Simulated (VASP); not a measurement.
# W8C9 in VASP: single point with PBEsol

Aim: the single point of W8C9 with PBEsol.

Everything below comes from runs of VASP 6.6.1. Logs are shortened: lines on timing, memory, paths and dates and some standing lists are left out, and cuts for length are marked.

## (1) The cell of the first run

The cell holds a slab with vacuum, 17 atoms: a = 5.787 Å, b = 5.787 Å, c = 17.247 Å, α = 90.00°, β = 90.00°, γ = 120.00°.

## (2) Single point, PBEsol

INCAR reads:

```
SYSTEM = W8C9
  PREC = Accurate
  ENCUT = 520
  EDIFF = 1E-7
  ISMEAR = 0
  SIGMA = 0.15
  LREAL = Auto
  LASPH = .TRUE.
  NELM = 80
  ALGO = Normal
  ISIF = 2
  LWAVE = .FALSE.
  LCHARG = .FALSE.
  GGA = PS
  NBANDS = 88
```

KPOINTS reads:

```
Automatic mesh
0
G
  4 4 1
  0 0 0
```

POSCAR reads:

```
W8C9
1.0
    5.7868000000      0.0000000000      0.0000000000
   -2.8934000000      5.0115160000      0.0000000000
    0.0000000000      0.0000000000     17.2472500000
W C
8 9
Direct
    0.0000000000      0.0000000000      0.0579803000
    0.0044854121      0.0032233238      0.2230037973
    0.0000000000      0.5000000000      0.0579803000
   -0.0041208352      0.4917677499      0.2139946189
    0.5000000000      0.0000000000      0.0579803000
    0.4987341134      0.0032258509      0.2230020060
    0.5000000000      0.5000000000      0.0579803000
    0.5036332313      0.5072751953      0.2268228101
    0.3356283938      0.1712559261      0.1355415407
    0.3370808063      0.1742094358      0.2892520656
    0.3360668249      0.6657982196      0.1346385491
    0.3009435100      0.6587237906      0.2999366142
    0.8320922530      0.1641799508      0.1331238577
    0.8296136518      0.1592625854      0.2859070283
    0.8297318662      0.6657978246      0.1346367696
    0.8577499473      0.6587176595      0.2999436109
    0.0752869670      0.6505935926      0.3275859100
```

Potentials or basis: VASP PAW PBE potentials, release 64 (W_sv, C).

Run with:

```bash
> cat potpaw_PBE.64/W_sv/POTCAR potpaw_PBE.64/C/POTCAR > POTCAR
> mpirun -np 1 vasp_std > vasp.out
```

OUTCAR:

```text
SYSTEM = W8C9
   PREC = Accurate
   ENCUT = 520
   EDIFF = 1E-7
   ISMEAR = 0
   LREAL = Auto
   LASPH = .TRUE.
   NELM = 80
   ISIF = 2
   GGA = PS

 ion  position               nearest neighbor table
   1  0.000  0.000  0.058-  13 2.11  15 2.13   9 2.15   2 2.85   5 2.89   5 2.89   3 2.89   3 2.89
                             7 2.89   7 2.89
   2  0.004  0.003  0.223-  14 1.98  10 2.02  16 2.18   9 2.24  15 2.28  13 2.28   1 2.85   4 2.86
                             6 2.86   8 2.88   8 2.90   6 2.93   4 2.94
   3  0.000  0.500  0.058-  13 2.12  15 2.14  11 2.14   4 2.69   7 2.89   7 2.89   5 2.89   1 2.89
                             1 2.89   5 2.89
   4  0.996  0.492  0.214-  14 2.08  17 2.11  12 2.13  16 2.13  13 2.15  15 2.19  11 2.19   3 2.69
                             6 2.86   2 2.86   8 2.90   8 2.90   2 2.94   6 2.94
   5  0.500  0.000  0.058-  13 2.11  11 2.13   9 2.15   6 2.85   1 2.89   1 2.89   3 2.89   7 2.89
                             7 2.89   3 2.89
   6  0.499  0.003  0.223-  14 1.98  10 2.02  12 2.18   9 2.24  11 2.28  13 2.28   5 2.85   4 2.86
                             2 2.86   8 2.88   8 2.90   2 2.93   4 2.94
   7  0.500  0.500  0.058-  15 2.12  11 2.12   9 2.12   3 2.89   3 2.89   1 2.89   5 2.89   5 2.89
                             1 2.89   8 2.91
   8  0.504  0.507  0.227-  10 1.99  16 2.18  12 2.18  11 2.28  15 2.28   9 2.31   2 2.88   6 2.88
                             4 2.90   4 2.90   2 2.90   6 2.90   7 2.91
   9  0.336  0.171  0.136-   7 2.12   5 2.15   1 2.15   6 2.24   2 2.24   8 2.31
  10  0.337  0.174  0.289-   8 1.99   2 2.02   6 2.02
  11  0.336  0.666  0.135-   7 2.12   5 2.13   3 2.14   4 2.19   6 2.28   8 2.28
  12  0.301  0.659  0.300-  17 1.37   4 2.13   8 2.18   6 2.18
  13  0.832  0.164  0.133-   1 2.11   5 2.11   3 2.12   4 2.15   2 2.28   6 2.28
  14  0.830  0.159  0.286-   6 1.98   2 1.98   4 2.08
  15  0.830  0.666  0.135-   7 2.12   1 2.13   3 2.14   4 2.19   2 2.28   8 2.28
  16  0.858  0.659  0.300-  17 1.37   4 2.13   8 2.18   2 2.18
  17  0.075  0.651  0.328-  16 1.37  12 1.37   4 2.11

  LATTYP: Found a hexagonal cell.
 ALAT       =     5.7868000000
 C/A-ratio  =     2.9804468791

  Lattice vectors:

 A1 = (   5.7868000000,   0.0000000000,   0.0000000000)
 A2 = (  -2.8934000000,   5.0115160000,   0.0000000000)
 A3 = (   0.0000000000,   0.0000000000,  17.2472500000)

Analysis of symmetry for initial positions (statically):
=====================================================================
 Subroutine PRICEL returns:
 Original cell was already a primitive cell.

 Routine SETGRP: Setting up the symmetry group for a
 hexagonal supercell.

 Subroutine GETGRP returns: Found  1 space group operations
 (whereof  1 operations were pure point group operations)
 out of a pool of 24 trial point group operations.

The static configuration has the point symmetry C_1 .

Analysis of symmetry for dynamics (positions and initial velocities):
=====================================================================
 Subroutine PRICEL returns:
 Original cell was already a primitive cell.

 Routine SETGRP: Setting up the symmetry group for a
 hexagonal supercell.

 Subroutine GETGRP returns: Found  1 space group operations
 (whereof  1 operations were pure point group operations)
 out of a pool of 24 trial point group operations.

The dynamic configuration has the point symmetry C_1 .

 Subroutine INISYM returns: Found  1 space group operations
 (whereof  1 operations are pure point group operations),
 and found     1 'primitive' translations

----------------------------------------------------------------------------------------

                                     Primitive cell

  volume of cell :     500.1813

  direct lattice vectors                    reciprocal lattice vectors
     5.786800000  0.000000000  0.000000000     0.172807078  0.099770209  0.000000000
    -2.893400000  5.011516000  0.000000000     0.000000000  0.199540419  0.000000000
     0.000000000  0.000000000 17.247250000     0.000000000  0.000000000  0.057980258

  length of vectors
     5.786800000  5.786800167 17.247250000     0.199540424  0.199540419  0.057980258

  position of ions in fractional coordinates (direct lattice)
     0.000000000  0.000000000  0.057980300
     0.004485412  0.003223324  0.223003797
     0.000000000  0.500000000  0.057980300
     0.995879165  0.491767750  0.213994619
     0.500000000  0.000000000  0.057980300
     0.498734113  0.003225851  0.223002006
[... 9 lines left out ...]
     0.857749947  0.658717659  0.299943611
     0.075286967  0.650593593  0.327585910

  ion indices of the primitive-cell ions
   primitive index   ion index
                 1           1
                 2           2
                 3           3
                 4           4
                 5           5
                 6           6
[... 9 lines left out ...]
                16          16
                17          17

----------------------------------------------------------------------------------------

 KPOINTS: Automatic mesh

Automatic generation of k-mesh.
 Grid dimensions read from file:
 generate k-points for:    4    4    1

 Generating k-lattice:

  Cartesian coordinates                     Fractional coordinates (reciprocal lattice)
     0.043201770  0.024942552  0.000000000     0.250000000  0.000000000  0.000000000
     0.000000000  0.049885105  0.000000000     0.000000000  0.250000000  0.000000000
     0.000000000  0.000000000  0.057980258     0.000000000  0.000000000  1.000000000

  Length of vectors
     0.049885106  0.049885105  0.057980258

  Shift w.r.t. Gamma in fractional coordinates (k-lattice)
     0.000000000  0.000000000  0.000000000

 Subroutine IBZKPT returns following result:
 ===========================================

 Found     10 irreducible k-points:

 Following reciprocal coordinates:
            Coordinates               Weight
  0.000000  0.000000  0.000000      1.000000
  0.250000 -0.000000  0.000000      2.000000
  0.000000  0.250000  0.000000      2.000000
 -0.250000  0.250000  0.000000      2.000000
  0.500000 -0.000000  0.000000      1.000000
  0.000000  0.500000  0.000000      1.000000
  0.500000  0.500000  0.000000      1.000000
  0.250000  0.250000  0.000000      2.000000
 -0.250000  0.500000  0.000000      2.000000
  0.500000  0.250000  0.000000      2.000000
   k-points           NKPTS =     10   k-points in BZ     NKDIM =     10   number of bands    NBANDS=     88
   number of dos      NEDOS =    301   number of ions     NIONS =     17
   total plane-waves  NPLWV = 294912
   dimension x,y,z NGX =    48 NGY =   48 NGZ =  128
   dimension x,y,z NGXF=    96 NGYF=   96 NGZF=  256
   ions per type =               8   9
   NGX,Y,Z   is equivalent  to a cutoff of  13.79, 13.79, 12.34 a.u.
   NGXF,Y,Z  is equivalent  to a cutoff of  27.58, 27.58, 24.68 a.u.
 SYSTEM =  W8C9
   PREC   = accura    normal or accurate (medium, high low for compatibility)
   ISTART =      0    job   : 0-new  1-cont  2-samecut
   ICHARG =      2    charge: 1-file 2-atom 10-const
   ISPIN  =      1    spin polarized calculation?
   LNONCOLLINEAR =      F non collinear calculations
   LSORBIT =      F    spin-orbit coupling
   LASPH  =      T    aspherical Exc in radial PAW
   ENCUT  =  520.0 eV  38.22 Ry    6.18 a.u.  10.76 10.76 32.07*2*pi/ulx,y,z
   NELM   =     80;   NELMIN=  2; NELMDL= -5     # of ELM steps
   EDIFF  = 0.1E-06   stopping-criterion for ELM
   LREAL  =      T    real-space projection
   EDIFFG = 0.1E-05   stopping-criterion for IOM
   NSW    =      0    number of steps for IOM
   IBRION =     -1    ionic relax: 0-MD 1-quasi-New 2-CG
   NFREE  =      0    steps in history (QN), initial steepest desc. (CG)
   ISIF   =      2    stress and relaxation
   ISYM   =      2    0-nonsym 1-usesym 2-fastsym
   POTIM  = 0.5000    time-step for ionic-motion
   TEBEG  =    0.0;   TEEND  =   0.0 temperature during run
   PSTRESS=    0.0 pullay stress
   NELECT =     148.0000    total number of electrons
   NUPDOWN=      -1.0000    fix difference up-down
   EMIN   =  10.00;   EMAX   =-10.00  energy-range for DOS
   EFERMI =   0.00;   METHOD = LEGACY
   ISMEAR =     0;   SIGMA  =   0.15  broadening in eV -4-tet -1-fermi 0-gaus
   EFERMI_NEDOS =   21; number of points for ismear=-14 and -15
   IALGO  =     38    algorithm
   IMIX   =      4    mixing-type and parameters
     AMIX     =   0.40;   BMIX     =  1.00
     AMIX_MAG =   1.60;   BMIX_MAG =  1.00
  volume/ion in A,a.u.               =      29.42       198.55
  Fermi-wavevector in a.u.,A,eV,Ry     =   1.090903  2.061508 16.191885  1.190070
  Thomas-Fermi vector in A             =   2.227137
   LORBIT       =      0    0 simple, 1 ext, 2 COOP (PROOUT), +10 PAW based schemes
   GGA     = PS    functional components
   LHFCALC =     F    Hartree Fock is set to
   AEXX    =    0.0000 exact exchange contribution
   IVDW    =     0    specifies the selected vdW correction
   LEPSILON=     F    determine dielectric tensor
   LRPA    =     F    only Hartree local field effects (RPA)
 non-spin polarized calculation
 Gauss-broadening in eV      SIGMA  =   0.15
  energy-cutoff  :      520.00
  volume of cell :      500.18
 maximum number of plane-waves:     13488
 NGX is ok and might be reduce to    48
   NGX = 21   NGY = 21   NGZ = 65

 number of electron     147.9999994 magnetization

 Free energy of the ion-electron system (eV)
  ---------------------------------------------------
  ext. energy  EPLUGINS =         0.00000000
  ---------------------------------------------------
  free energy    TOTEN  =      -182.62200631 eV

  energy without entropy =     -182.54939406  energy(sigma->0) =     -182.58570019

 E-fermi :   0.2382     XC(G=0):  -5.8965

 val. band max:        0.2001409613   @ k =   0.0000   0.2500   0.0000
 cond. band min:       0.3335685232   @ k =   0.0000   0.0000   0.0000
 fundamental gap:      0.1334275619
 Fermi energy:         0.2381794591

 k-point     1 :       0.0000    0.0000    0.0000
  band No.  band energies     occupation
      1     -73.9514      2.00000
      2     -73.6576      2.00000
      3     -73.6341      2.00000
      4     -73.6163      2.00000
      5     -73.5979      2.00000
      6     -73.5849      2.00000
[... 879 lines left out ...]
     85       2.7435      0.00000
     86       3.0674      0.00000
 [bands above 86 left out]

------------------------ aborting loop because EDIFF is reached ----------------------------------------

  FORCE on cell =-STRESS in cart. coord.  units (eV):
  Direction    XX          YY          ZZ          XY          YZ          ZX
  --------------------------------------------------------------------------------------
  -------------------------------------------------------------------------------------
  Total       -6.2601288      1.4542176      1.0435445      0.0025743      0.0340080      0.0026043
  in kB      -20.0524018      4.6581398      3.3426745      0.0082460      0.1089343      0.0083419
  external PRESSURE =      -4.0171958 kB  Pullay stress =       0.0000000 kB

 VOLUME and BASIS-vectors are now :
 -----------------------------------------------------------------------------
  energy-cutoff  :      520.00
  volume of cell :      500.18
      direct lattice vectors                 reciprocal lattice vectors
     5.786800000  0.000000000  0.000000000     0.172807078  0.099770209  0.000000000
    -2.893400000  5.011516000  0.000000000     0.000000000  0.199540419  0.000000000
     0.000000000  0.000000000 17.247250000     0.000000000  0.000000000  0.057980258

 POSITION                                       TOTAL-FORCE (eV/Angst)
 -----------------------------------------------------------------------------------
      0.00000      0.00000      1.00000         0.159060     -0.163065      0.098477
      0.01663      0.01615      3.84620        -0.000950     -0.018801     -0.023444
     -1.44670      2.50576      1.00000         0.000104      0.161475     -1.085023
      4.34007      2.46450      3.69082        -0.000589     -0.027594     -0.056599
      2.89340      0.00000      1.00000        -0.159100     -0.163136      0.098370
      2.87674      0.01617      3.84617        -0.000485     -0.018780     -0.023168
[... 9 lines left out ...]
      3.05769      3.30117      5.17320        -0.095347      0.012290      0.037260
     -1.44676      3.26046      5.64996        -0.000866     -0.001574      0.095968
 -----------------------------------------------------------------------------------
    total drift:                                0.000158      0.011111      0.004351

  FREE ENERGIE OF THE ION-ELECTRON SYSTEM (eV)
  ---------------------------------------------------
  free  energy   TOTEN  =      -182.6220063145 eV

  energy  without entropy=     -182.5493940622  energy(sigma->0) =     -182.58570019
```

It took 17 min on 1 thread of AMD EPYC 7R13 (Zen 3), shared host; peak memory 0.72 GiB.

Results:

```yaml
Free_energy: -182.6220 eV
Largest_force: 1.097 eV/Å
Band_gap_on_the_k_mesh: zero (bands 74 and 75 overlap by 0.91 eV)
```

Forces on the atoms (eV/Å):
```
W    0.159 -0.163  0.098
W   -0.001 -0.019 -0.023
W    0.000  0.161 -1.085
W   -0.001 -0.028 -0.057
W   -0.159 -0.163  0.098
W    0.000 -0.019 -0.023
W    0.000  0.164  0.638
W    0.000  0.041 -0.016
C    0.000 -0.002  0.013
C    0.002  0.005  0.100
C    0.009 -0.002  0.002
C    0.096  0.013  0.038
C    0.000 -0.001 -0.005
C    0.000  0.002  0.086
C   -0.009 -0.002  0.003
C   -0.095  0.012  0.037
C   -0.001 -0.002  0.096
```

Levels at points of the mesh, in eV from the Fermi level:
```tsv
k point	band 70	band 71	band 72	band 73	band 74	band 75	band 76	band 77	band 78	band 79
(0.00, 0.00, 0.00)	-0.45	0.10	0.12	0.47	0.50	0.54	0.79	1.01	1.75	1.96
(0.50, 0.00, 0.00)	-1.11	-1.09	-0.89	-0.67	-0.55	-0.09	0.43	1.33	1.36	1.45
(0.00, 0.50, 0.00)	-1.22	-1.08	-0.83	-0.81	-0.44	-0.40	0.83	1.35	1.37	1.47
(0.50, 0.50, 0.00)	-1.11	-1.09	-0.89	-0.67	-0.55	-0.09	0.43	1.33	1.36	1.45
```

Caveat: there is no dipole correction, which matters where the two faces differ; the PAW data sets were made with another functional, which shifts forces and pressure a little; spin-orbit coupling is left out, which moves the levels of the heavy elements.

The gap in the log of VASP goes by the Fermi energy; the results here count the filled bands.